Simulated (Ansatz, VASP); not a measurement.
## HfN: VASP beside Ansatz

The input INCAR:

```
SYSTEM = HfN
PREC = Accurate
ENCUT = 520
EDIFF = 1E-7
ISMEAR = -1
SIGMA = 0.1
LREAL = .FALSE.
LASPH = .TRUE.
NELM = 100
ALGO = Normal
ISIF = 2
LWAVE = .FALSE.
LCHARG = .FALSE.
GGA = PE
NBANDS = 14
```

The input KPOINTS:

```
regular mesh
0
G
  16 16 14
  0 0 0
```

The input POSCAR:

```
HfN
1.0
    3.0329160064      0.0000000000      0.0000000000
   -1.5164580032      2.6265823091      0.0000000000
    0.0000000000      0.0000000000      2.8611404125
Hf N
1 1
Direct
    0.0000000000      0.0000000000      0.0000000000
    0.3333333333      0.6666666667      0.5000000000
```

Input for Ansatz:

```yaml
crystal:
  lattice:
    - [3.0329160064, 0.0, 0.0]
    - [-1.5164580032, 2.6265823091, 0.0]
    - [0.0, 0.0, 2.8611404125]
  atoms:
    - { symbol: Hf, position: [0.0, 0.0, 0.0] }
    - { symbol: "N", position: [0.3333333333, 0.6666666667, 0.5] }
kpoints:
  mp_grid: { grid: [16, 16, 14] }
scf:
  occupations: { method: fermi_dirac, width: 0.1 }
hamiltonian:
  xc: pbe
  pseudopotentials: { kind: all_electron, lapw: { basis_error: 0.001 } }
output:
  forces: true
  stress: true
  eigenvalues: true
  populations: true
```

Change from the starting cell: volume scaled by 0.94, LAPW.

Alike in both runs: task single point; functional PBE; k mesh 16 × 16 × 14; occupations fermi-dirac, width 0.1 eV; no spin polarisation.

|  | VASP | Ansatz |
| --- | --- | --- |
| version | VASP 6.6.1 | Ansatz 0.2.0 |
| potentials or method | VASP PAW PBE potentials, release 64 (Hf_pv, N), cutoff 520 eV | all-electron LAPW, scalar-relativistic |

VASP gave:

| Property | Result |
| --- | --- |
| pressure (GPa) | 14.3 |
| traceless stress, the component that is largest in VASP (GPa) | -0.39 |

Estimate Ansatz's values.

pressure (GPa): 16.5; traceless stress, the component that is largest in VASP (GPa): 0.02.

Ansatz ran all-electron here, and VASP with PAW potentials.

Spin-orbit coupling is off throughout.
